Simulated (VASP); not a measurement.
The system is In2O (fluorite type).

```xyz
3
Lattice="0.0000 2.9466 2.9466 2.9466 0.0000 2.9466 2.9466 2.9466 0.0000" Properties=species:S:1:pos:R:3 pbc="T T T"
O     0.0000    0.0000    0.0000
In    1.4733    1.4733    1.4733
In    4.4199    4.4199    4.4199
```

```yaml
Program: VASP 6.6.1
Task: relaxation of cell and atoms
Functional: PBE
Potentials_or_basis: VASP PAW PBE potentials, release 64 (O, In_d)
Cutoff: 600 eV
k_mesh: 10 × 10 × 10
Occupations: fermi-dirac, width 0.03 eV
Spin: no spin polarisation
```

At the start: pressure 20.0 GPa; volume 17.06 Å³/atom.

Task: How do energy, volume and symmetry change on relaxing?

Result: Over 4 steps the energy falls by 242.6 meV/atom and the volume is 21.96 Å³/atom (+28.8 %); space group Fm-3m (No. 225, to 0.1 Å) before and after.

The path:
```
step  energy change (eV)  largest force (eV/Å)  pressure (GPa)  volume (Å³)
   1              0.0000                0.0000           19.99        51.17
   2             -0.7129                0.0000           -1.68        68.60
   3             -0.7277                0.0000            0.20        65.58
   4             -0.7279                0.0000           -0.03        65.89
```

Final structure:
```xyz
3
Lattice="0.0000 3.2057 3.2057 3.2057 0.0000 3.2057 3.2057 3.2057 0.0000" Properties=species:S:1:pos:R:3 pbc="T T T"
O     3.2057    0.0000    3.2057
In    1.6029    1.6029    1.6029
In    4.8086    4.8086    4.8086
```

Caveat: the volume moved by over 15 % at a fixed basis, so the end points are rough.
